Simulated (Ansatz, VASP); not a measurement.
Two plane-wave programs on Mo

```
Mo
1.0
     2.55293    0.00000    0.00000
     0.00000    2.55293    0.00000
     0.00000    0.00000   26.64891
Mo
2
Direct
  0.00000 0.50000 0.23892
  0.50000 0.00000 0.32395
```

Alike in both runs: functional PBE; k mesh 20 × 20 × 1; occupations gaussian, width 0.1 eV; no spin polarisation.

Ansatz relaxed the structure, and its values are those at the end. VASP's run is a single point on that final structure, the one shown.

|  | VASP | Ansatz |
| --- | --- | --- |
| version | VASP 6.6.1 | Ansatz 0.2.0 |
| potentials or method | VASP PAW PBE potentials, release 64 (Mo_sv), cutoff 520 eV | scalar-relativistic, plane waves, PAW |
| valence electrons in the cell | 28 | 28 |

Ansatz gave:

| Property | Result |
| --- | --- |
| gap on the k mesh at the Fermi level (eV) | none |
| rms of the force components (eV/Å) | 0.000 |

Estimate VASP's values.

gap on the k mesh at the Fermi level (eV): none; rms of the force components (eV/Å): 0.010.

A gap of «none» marks a metal or a gap that the smearing closes.
